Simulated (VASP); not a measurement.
# Sb in VASP: settings compared

Sb is run at these levels: LDA, PBEsol; tasks: single point.

All numbers are computed with VASP 6.6.1; they aren't measurements. Logs are shortened: lines on timing, memory, paths and dates and some standing lists are left out, and cuts for length are marked.

## (1) The cell of the first run

The cell holds a slab with vacuum, 2 atoms: a = 4.017 Å, b = 4.017 Å, c = 26.855 Å, α = 90.00°, β = 90.00°, γ = 120.00°.

## (2) Single point, LDA

Input file INCAR:

```
PREC     = Accurate       # precision mode
ENCUT    = 520            # plane-wave cutoff, eV
EDIFF    = 1E-6           # SCF threshold, eV
ISMEAR   = -1             # smearing method
SIGMA    = 0.02           # smearing width, eV
LREAL    = False          # projectors in reciprocal space
LASPH    = True           # aspherical terms in the spheres
NELM     = 100            # most SCF steps
ALGO     = Normal         # electronic algorithm
ISIF     = 2              # what is computed and relaxed
LWAVE    = False          # write WAVECAR
LCHARG   = True           # write CHGCAR
LDIPOL   = True         
IDIPOL   = 3            
DIPOL    = 0.5 0.5 0.345
LELF     = True           # ELF
LVHAR    = True         
LVACPOTAV= True         
NBANDS   = 12             # bands
```

Input file KPOINTS:

```
Automatic mesh
0
Gamma
  6 6 1
```

Input file POSCAR:

```
Sb
1.0
    4.0168873171      0.0000000000      0.0000000000
   -2.0084436585      3.4787264607      0.0000000000
    0.0000000000      0.0000000000     26.8552477996
Sb
2
Direct
    0.3333333333      0.6666666667      0.3148113270
    0.6666666667      0.3333333333      0.3750956900
```

Potentials or basis: VASP PAW LDA potentials, release 64 (Sb).

Launch:

```
$ cat potpaw_LDA.64/Sb/POTCAR > POTCAR
$ mpirun -np 1 vasp_std > vasp.out
```

OUTCAR:

```text
PREC = Accurate
   ENCUT = 520
   EDIFF = 1E-6
   ISMEAR = -1
   LREAL = False
   LASPH = True
   NELM = 100
   ISIF = 2

 ion  position               nearest neighbor table
   1  0.333  0.667  0.315-   2 2.83   2 2.83   2 2.83
   2  0.667  0.333  0.375-   1 2.83   1 2.83   1 2.83

  LATTYP: Found a hexagonal cell.
 ALAT       =     4.0168873171
 C/A-ratio  =     6.6855865449

  Lattice vectors:

 A1 = (   4.0168873171,   0.0000000000,   0.0000000000)
 A2 = (  -2.0084436585,   3.4787264607,   0.0000000000)
 A3 = (   0.0000000000,   0.0000000000,  26.8552477996)

Analysis of symmetry for initial positions (statically):
=====================================================================
 Subroutine PRICEL returns:
 Original cell was already a primitive cell.

 Routine SETGRP: Setting up the symmetry group for a
 hexagonal supercell.

 Subroutine GETGRP returns: Found 12 space group operations
 (whereof  6 operations were pure point group operations)
 out of a pool of 24 trial point group operations.

The static configuration has the point symmetry C_3v.
 The point group associated with its full space group is D_3d.

Analysis of symmetry for dynamics (positions and initial velocities):
=====================================================================
 Subroutine PRICEL returns:
 Original cell was already a primitive cell.

 Routine SETGRP: Setting up the symmetry group for a
 hexagonal supercell.

 Subroutine GETGRP returns: Found 12 space group operations
 (whereof  6 operations were pure point group operations)
 out of a pool of 24 trial point group operations.

The dynamic configuration has the point symmetry C_3v.
 The point group associated with its full space group is D_3d.

 Subroutine INISYM returns: Found 12 space group operations
 (whereof  6 operations are pure point group operations),
 and found     1 'primitive' translations

----------------------------------------------------------------------------------------

                                     Primitive cell

  volume of cell :     375.2659

  direct lattice vectors                    reciprocal lattice vectors
     4.016887317  0.000000000  0.000000000     0.248948980  0.143730761  0.000000000
    -2.008443659  3.478726461  0.000000000     0.000000000  0.287461521  0.000000000
     0.000000000  0.000000000 26.855247800     0.000000000  0.000000000  0.037236670

  length of vectors
     4.016887317  4.016887317 26.855247800     0.287461521  0.287461521  0.037236670

  position of ions in fractional coordinates (direct lattice)
     0.333333333  0.666666667  0.314811327
     0.666666667  0.333333333  0.375095690

[... 75 lines left out ...]
   IALGO  =     38    algorithm
   IMIX   =      4    mixing-type and parameters
     AMIX     =   0.40;   BMIX     =  1.00
     AMIX_MAG =   1.60;   BMIX_MAG =  1.00
  volume/ion in A,a.u.               =     187.63      1266.21
  Fermi-wavevector in a.u.,A,eV,Ry     =   0.488985  0.924047  3.253233  0.239106
  Thomas-Fermi vector in A             =   1.491082
   LORBIT       =      0    0 simple, 1 ext, 2 COOP (PROOUT), +10 PAW based schemes
   GGA     = CA    functional components
   LHFCALC =     F    Hartree Fock is set to
   AEXX    =    0.0000 exact exchange contribution
   IVDW    =     0    specifies the selected vdW correction
   LEPSILON=     F    determine dielectric tensor
   LRPA    =     F    only Hartree local field effects (RPA)
 non-spin polarized calculation
  energy-cutoff  :      520.00
  volume of cell :      375.27
 maximum number of plane-waves:     10153
 NGX is ok and might be reduce to    30
   NGX = 15   NGY = 15   NGZ = 99

 number of electron      10.0000000 magnetization

 dipolmoment           0.000000      0.000000      0.000000 electrons x Angstroem

 number of electron       9.9999999 magnetization

 dipolmoment           0.000000      0.000000     -0.000000 electrons x Angstroem

 Free energy of the ion-electron system (eV)
  ---------------------------------------------------
  ext. energy  EPLUGINS =         0.00000000
  ---------------------------------------------------
  free energy    TOTEN  =        -9.10587145 eV

  energy without entropy =       -9.10587145  energy(sigma->0) =       -9.10587145

 E-fermi :  -2.7096     XC(G=0):  -2.0963

 val. band max:       -3.1495667945   @ k =   0.0000   0.0000   0.0000
 cond. band min:      -2.0059565949   @ k =   0.3333  -0.0000   0.0000
 fundamental gap:      1.1436101996
 Fermi energy:        -2.7095522935

 k-point     1 :       0.0000    0.0000    0.0000
  band No.  band energies     occupation
      1     -14.9443      2.00000
      2      -9.5963      2.00000
      3      -3.9288      2.00000
      4      -3.1496      2.00000
      5      -3.1496      2.00000
      6      -1.4882      0.00000
      7      -0.2790      0.00000
      8      -0.2790      0.00000
      9       1.2106      0.00000
     10       1.5815      0.00000
     11       2.0181      0.00000
     12       2.2857      0.00000
[... 76 lines left out ...]
 k-point     7 :       0.3333    0.3333    0.0000
  band No.  band energies     occupation
      1     -11.8807      2.00000
      2     -11.8807      2.00000
      3      -7.0308      2.00000
      4      -5.0829      2.00000
      5      -5.0829      2.00000
      6      -1.8368      0.00000
      7       0.4633      0.00000
      8       0.4633      0.00000
      9       3.3700      0.00000
     10       4.2339      0.00000
     11       4.2339      0.00000
     12       4.6408      0.00000

------------------------ aborting loop because EDIFF is reached ----------------------------------------

  FORCE on cell =-STRESS in cart. coord.  units (eV):
  Direction    XX          YY          ZZ          XY          YZ          ZX
  --------------------------------------------------------------------------------------
  -------------------------------------------------------------------------------------
  Total        0.1234811      0.1234811      0.2379748      0.0000000      0.0000000     -0.0000000
  in kB        0.5271957      0.5271957      1.0160204      0.0000000      0.0000000     -0.0000000
  external PRESSURE =       0.6901373 kB  Pullay stress =       0.0000000 kB

 VOLUME and BASIS-vectors are now :
 -----------------------------------------------------------------------------
  energy-cutoff  :      520.00
  volume of cell :      375.27
      direct lattice vectors                 reciprocal lattice vectors
     4.016887317  0.000000000  0.000000000     0.248948980  0.143730761  0.000000000
    -2.008443659  3.478726461  0.000000000     0.000000000  0.287461521  0.000000000
     0.000000000  0.000000000 26.855247800     0.000000000  0.000000000  0.037236670

 POSITION                                       TOTAL-FORCE (eV/Angst)
 -----------------------------------------------------------------------------------
     -0.00000      2.31915      8.45434        -0.000000      0.000000     -0.148354
      2.00844      1.15958     10.07329         0.000000     -0.000000      0.148354
 -----------------------------------------------------------------------------------
    total drift:                               -0.000000      0.000000     -0.000000

  FREE ENERGIE OF THE ION-ELECTRON SYSTEM (eV)
  ---------------------------------------------------
  free  energy   TOTEN  =        -9.1058714455 eV

  energy  without entropy=       -9.1058714454  energy(sigma->0) =       -9.10587145

 vacuum level on the upper side and lower side of the slab         1.860         1.860
```

OSZICAR:

```text
N       E                     dE             d eps       ncg     rms          rms(c)
DAV:   1     0.553123243757E+02    0.55312E+02   -0.24079E+03   168   0.500E+02
DAV:   2    -0.408206089378E+01   -0.59394E+02   -0.53793E+02   256   0.836E+01
DAV:   3    -0.909047938492E+01   -0.50084E+01   -0.49827E+01   240   0.327E+01
[... 11 lines left out ...]
DAV:  15    -0.910585483199E+01   -0.18240E-04   -0.11169E-06   208   0.217E-03    0.721E-04
DAV:  16    -0.910586519259E+01   -0.10361E-04   -0.29461E-07   208   0.117E-03    0.386E-04
DAV:  17    -0.910586919393E+01   -0.40013E-05   -0.87275E-08   180   0.630E-04    0.120E-04
DAV:  18    -0.910587106307E+01   -0.18691E-05   -0.45611E-08   184   0.416E-04    0.909E-05
DAV:  19    -0.910587144546E+01   -0.38239E-06   -0.52912E-09   156   0.174E-04
   1 F= -.91058714E+01 E0= -.91058714E+01  d E =-.142475E-10
```

stdout:

```text
POSCAR found type information on POSCAR Sb
 POSCAR found :  1 types and       2 ions
 scaLAPACK will be used
 LDA part: xc-table for (Slater(with rela. corr.)+CA(PZ))
 , standard interpolation
 POSCAR, INCAR and KPOINTS ok, starting setup
 FFT: planning ... GRIDC
 FFT: planning ... GRID_SOFT
 FFT: planning ... GRID
 WAVECAR not read
 entering main loop
 -----------------------------------------------------------------------------
|                                                                             |
|           W    W    AA    RRRRR   N    N  II  N    N   GGGG   !!!           |
|           W    W   A  A   R    R  NN   N  II  NN   N  G    G  !!!           |
|           W    W  A    A  R    R  N N  N  II  N N  N  G       !!!           |
|           W WW W  AAAAAA  RRRRR   N  N N  II  N  N N  G  GGG   !            |
|           WW  WW  A    A  R   R   N   NN  II  N   NN  G    G                |
|           W    W  A    A  R    R  N    N  II  N    N   GGGG   !!!           |
|                                                                             |
|     Did not find any points to average over, which means that no vacuum     |
|     field-free region was found. Please increase the size of  your cell     |
|     in the dimension of the dipole correction to obtain accurate            |
|     workfunction values.                                                    |
|                                                                             |
 -----------------------------------------------------------------------------
```

It took 76 s on 1 thread of Intel Xeon 8259CL, shared host; peak memory 0.31 GiB.

Results:

* Free energy: -9.1059 eV
* Largest force: 0.148 eV/Å
* Band gap on the k mesh: 1.14 eV (least direct gap 1.66 eV)

Forces on the atoms (eV/Å):
```
Sb   0.000  0.000 -0.148
Sb   0.000  0.000  0.148
```

Caveat: spin-orbit coupling is left out, which moves the levels of the heavy elements.

## (3) Single point, PBEsol

This run uses another cell than the first one.

Input file INCAR:

```
  PREC = Accurate
  ENCUT = 520
  EDIFF = 1E-6
  ISMEAR = -1
  SIGMA = 0.02
  LREAL = False
  LASPH = True
  NELM = 60
  ALGO = Normal
  ISIF = 2
  LWAVE = False
  LCHARG = False
  LDIPOL = True
  IDIPOL = 3
  DIPOL = 0.5 0.5 0.345
  GGA = PS
  NBANDS = 12
```

Input file KPOINTS:

```
regular mesh
0
Gamma
  6 6 1
```

Input file POSCAR:

```
Sb
1.0
    4.0534265527      0.0000000000      0.0000000000
   -2.0267132764      3.5103703670      0.0000000000
    0.0000000000      0.0000000000     26.8552477996
Sb
2
Direct
    0.3333333333      0.6666666667      0.3146442148
    0.6666666667      0.3333333333      0.3752628022
```

Potentials or basis: VASP PAW PBE potentials, release 64 (Sb).

Launch:

```
$ cat potpaw_PBE.64/Sb/POTCAR > POTCAR
$ mpirun -np 1 vasp_std > vasp.out
```

Run time: 2.2 min. Hardware: 1 thread of Intel Xeon 8259CL, shared host; peak memory 0.4 GiB.

Results (log left out):

```yaml
Free_energy: -8.7115 eV
Largest_force: 0.119 eV/Å
Band_gap_on_the_k_mesh: 1.19 eV (least direct gap 1.64 eV)
```

Forces in eV/Å, atoms in the order of the input:
```
Sb   0.000  0.000 -0.119
Sb   0.000  0.000  0.119
```

Levels at points of the mesh, in eV from the valence-band top:
| k point | band 1 | band 2 | band 3 | band 4 | band 5 | band 6 | band 7 | band 8 | band 9 | band 10 |
| --- | --- | --- | --- | --- | --- | --- | --- | --- | --- | --- |
| (0.00, 0.00, 0.00) | -11.60 | -6.38 | -0.70 | 0.00 | 0.00 | 1.64 | 2.85 | 2.85 | 4.34 | 4.61 |
| (0.50, 0.00, 0.00) | -9.56 | -7.92 | -3.10 | -1.65 | -1.57 | 1.55 | 2.39 | 3.63 | 5.01 | 6.91 |

Caveat: the PAW data sets were made with another functional, which shifts forces and pressure a little; spin-orbit coupling is left out, which moves the levels of the heavy elements.
